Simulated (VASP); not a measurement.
Crystal: Sc.

```
Sc
1.0
    -1.91721    1.91721    1.71760
     1.91721   -1.91721    1.71760
     1.91721    1.91721   -1.71760
Sc
1
Direct
  0.00000 0.00000 0.00000
```

```yaml
Program: VASP 6.6.1
Task: relaxation of cell and atoms
Functional: PBE
Dispersion: D4
Potentials_or_basis: VASP PAW PBE potentials, release 64 (Sc_sv)
Cutoff: 600 eV
k_mesh: 10 × 10 × 10
Occupations: fermi-dirac, width 0.05 eV
Spin: no spin polarisation
```

At the start: pressure -2.3 GPa; volume 25.25 Å³/atom.

How do energy, volume and symmetry change on relaxing?

Over 11 steps the energy falls by 12.9 meV/atom and the volume is 24.13 Å³/atom (-4.4 %); space group Im-3m (No. 229, to 0.05 Å).

The path:
| step | energy change (eV) | largest force (eV/Å) | pressure (GPa) | volume (Å³) |
| --- | --- | --- | --- | --- |
| 1 | 0.0000 | 0.0000 | -2.32 | 25.25 |
| 2 | -0.0091 | 0.0000 | 0.38 | 23.94 |
| 3 | -0.0092 | 0.0000 | 0.10 | 24.07 |
| 4 | -0.0099 | 0.0000 | 0.10 | 24.07 |
| 5 | -0.0114 | 0.0000 | 0.08 | 24.08 |
| 6 | -0.0128 | 0.0000 | 0.11 | 24.08 |
| 7 | -0.0129 | 0.0000 | 0.13 | 24.08 |
| 8 | -0.0129 | 0.0000 | 0.13 | 24.07 |
| 9 | -0.0129 | 0.0000 | 0.17 | 24.06 |
| 10 | -0.0124 | 0.0000 | -0.56 | 24.39 |
| 11 | -0.0129 | 0.0000 | 0.02 | 24.13 |

Final structure:
```
Sc
1.0
    -1.81930    1.81930    1.82274
     1.81930   -1.81930    1.82274
     1.81930    1.81930   -1.82274
Sc
1
Direct
  0.00000 0.00000 0.00000
```

Caveat: pairwise dispersion overbinds metals, which lowers pressure and volume.
